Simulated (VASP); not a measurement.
## MoS2: single point with r2SCAN

Crystal: MoS2.

```
Mo S
1.0
     1.58000    0.91221    6.15000
    -1.58000    0.91221    6.15000
     0.00000   -1.82443    6.15000
Mo S
1 2
Direct
  0.00000 0.00000 0.00000
  0.25000 0.25000 0.25000
  0.41700 0.41700 0.41700
```

| Property | Result |
| --- | --- |
| Program | VASP 6.6.1 |
| Task | single point |
| Functional | r2SCAN |
| Potentials or basis | VASP PAW PBE potentials, release 64 (Mo_sv, S) |
| Cutoff | 550 eV |
| k mesh | 7 × 7 × 7 |
| Occupations | gaussian, width 0.2 eV |
| Spin | no spin polarisation |

```
Pressure               : 4.2 GPa
Largest force          : 0.366 eV/Å
Band gap on the k mesh : 1.19 eV (least direct gap 2.28 eV)
```

Forces on the atoms (eV/Å):
```
Mo   0.000  0.000  0.088
S    0.000  0.000 -0.366
S    0.000  0.000  0.278
```

Stress tensor (GPa, compression positive):
```
3.97 0.00 0.00
0.00 3.97 0.00
0.00 0.00 4.75
```

Levels at points of the mesh, in eV from the valence-band top:
| k point | band 11 | band 12 | band 13 | band 14 | band 15 | band 16 |
| --- | --- | --- | --- | --- | --- | --- |
| (0.00, 0.00, 0.00) | -2.47 | -1.37 | -1.18 | 2.19 | 2.19 | 2.60 |

Run time: 7.1 min on 1 thread of Intel(R) Xeon(R) Platinum 8488C (Sapphire Rapids) (shared host), peak memory 0.4 GiB.

Caveat: the cell stands under pressure; the PAW data sets were made with another functional, which shifts forces and pressure a little. r2SCAN opens gaps a little over a GGA but as a rule still falls short of measured ones.
